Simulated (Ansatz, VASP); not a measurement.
## One calculation of PbS, two programs

```
Pb S
1.0
     3.65366    0.00000    0.00000
     0.00000    3.65366    0.00000
     0.00000    0.00000    3.65366
Pb S
1 1
Cartesian
  0.0000 0.0000 0.0000
  1.8268 1.8268 1.8268
```

Alike in both runs: task single point; functional PBE-based screened hybrid with a share of 0.25 of exact exchange and HFSCREEN = 0.6; k mesh 4 × 4 × 4; occupations fermi-dirac, width 0.05 eV; no spin polarisation.

```csv
,VASP,Ansatz
version,VASP 6.6.1,Ansatz 0.2.0
potentials or method,"VASP PAW PBE potentials, release 64 (Pb_d, S)",Ansatz PAW
plane-wave cutoff (eV),520,420
valence electrons in the cell,20,20
```

```tsv
	VASP	Ansatz	Ansatz less VASP
gap on the k mesh at the Fermi level (eV)	none	none	-
pressure (GPa)	-1.6	-1.5	+0.10
```

VASP's potentials were made for PBE, not for PBE-based screened hybrid. A gap of «none» marks a metal or a gap that the smearing closes.

The k mesh is coarse, so the values compare programs but aren't converged. Neither program's run includes spin-orbit coupling.
